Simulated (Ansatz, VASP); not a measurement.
**CdF2: VASP beside Ansatz**

The input INCAR:

```
PREC = Accurate
ENCUT = 520
EDIFF = 1E-8
ISMEAR = -1
SIGMA = 0.02
LREAL = F
LASPH = T
NELM = 80
ALGO = Normal
ISIF = 2
LWAVE = F
LCHARG = F
LEFG = T
NBANDS = 20
```

KPOINTS

```
regular mesh
0
Gamma
  8 8 8
```

The input POSCAR:

```
CdF2
1.0
   -0.0269400000      2.6805300000      2.6805300000
    2.6805300000     -0.0269400000      2.6805300000
    2.6805300000      2.6805300000     -0.0269400000
Cd F
1 2
Direct
    0.0000000000      0.0000000000      0.0000000000
    0.2500000000      0.2500000000      0.2500000000
    0.7500000000      0.7500000000      0.7500000000
```

Input for Ansatz:

```yaml
crystal:
  lattice:
    - [-0.02694, 2.68053, 2.68053]
    - [2.68053, -0.02694, 2.68053]
    - [2.68053, 2.68053, -0.02694]
  atoms:
    - { symbol: Cd, position: [0.0, 0.0, 0.0] }
    - { symbol: F, position: [0.25, 0.25, 0.25] }
    - { symbol: F, position: [0.75, 0.75, 0.75] }
kpoints:
  mp_grid: { grid: [8, 8, 8] }
scf:
  occupations: { method: fermi_dirac, width: 0.02 }
hamiltonian:
  xc: lda
  pseudopotentials: { kind: all_electron, datasets: crystal }
output:
  forces: true
  stress: true
  eigenvalues: true
  efg: { contact_densities: true }
```

Change from the starting cell: equal xy, yz and zx shear strains of -1 %, crystal datasets.

Alike in both runs: task electric field gradients; functional LDA; k mesh 8 × 8 × 8; occupations fermi-dirac, width 0.02 eV; no spin polarisation.

|  | VASP | Ansatz |
| --- | --- | --- |
| version | VASP 6.6.1 | Ansatz 0.2.0 |
| potentials or method | VASP PAW LDA potentials, release 64 (Cd, F), cutoff 520 eV | all-electron PAW with datasets made for the crystal, scalar-relativistic |

|  | VASP | Ansatz | Ansatz less VASP |
| --- | --- | --- | --- |
| gap on the k mesh at the Fermi level (eV) | 2.80 | 2.80 | -0.001 |
| pressure (GPa) | -4.7 | -5.6 | -0.95 |
| traceless stress, the component that is largest in VASP (GPa) | 0.26 | 0.22 | -0.047 |
| rms of the force components (eV/Å) | 0.014 | 0.010 | -0.0039 |
| size of Vzz on the site where it differs most (V/Å²) | 10.5 | 9.5 | -1.00 |

LDA's correlation is that of Perdew and Zunger in VASP and of Perdew and Wang (1992) in Ansatz. Atom by atom the forces differ by 0.004 eV/Å (rms over components). Ansatz ran all-electron here, and VASP with PAW potentials.
